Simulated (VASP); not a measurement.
Here is a VASP 6.6.1 calculation.

Contents of POSCAR:

```
C
1.0
    2.4699988104      0.0000000000      0.0000000000
   -1.2349994052      2.1390817171      0.0000000000
    0.0000000000      0.0000000000      6.7900000000
C
4
Direct
    0.0000000000      0.0000000000      0.0000000000
    0.0000000000      0.0000000000      0.5000000000
    0.3333333333      0.6666666667      0.0050000000
    0.6666666667      0.3333333333      0.5050000000
```

Contents of INCAR.step1:

```
PREC = Accurate ; ENCUT = 520
ISMEAR = 0 ; SIGMA = 0.1
LREAL = F ; LASPH = T
NELM = 60 ; NBANDS = 16
GGA = PE ; ALGO = Normal
EDIFF = 1E-4 ; LWAVE = T
LCHARG = F
```

File INCAR.step2:

```
PREC = Accurate ; ENCUT = 520
EDIFF = 1E-6 ; ISMEAR = 0
SIGMA = 0.1 ; LREAL = F
LASPH = T ; NELM = 60
ALGO = Normal ; ISIF = 2
LWAVE = F ; LCHARG = F
METAGGA = R2SCAN ; LMIXTAU = T
NBANDS = 16 ; ISTART = 1
```

The input KPOINTS:

```
Automatic mesh
0
Gamma
  12 12 4
```

Potentials or basis: VASP PAW PBE potentials, release 64 (C).

Launch:

```sh
$ cat potpaw_PBE.64/C/POTCAR > POTCAR
$ cp INCAR.step1 INCAR
$ mpirun -np 1 vasp_std > vasp.out
$ cp INCAR.step2 INCAR
$ mpirun -np 1 vasp_std > vasp.out
```

**Question.** What does it give for the largest force?

**Answer.** 0.587 eV/Å.

**Question.** Predict the pressure.

**Answer.** -3.8 GPa.

**Question.** Predict the band gap on the k mesh.

**Answer.** Zero (band 8 reaches 4.48 eV, above the bottom of band 9 at 4.45 eV).

Forces on the atoms (eV/Å):
```
C    0.000  0.000  0.587
C    0.000  0.000  0.587
C    0.000  0.000 -0.587
C    0.000  0.000 -0.587
```

Caveat: the PAW data sets were made with another functional, which shifts forces and pressure a little.
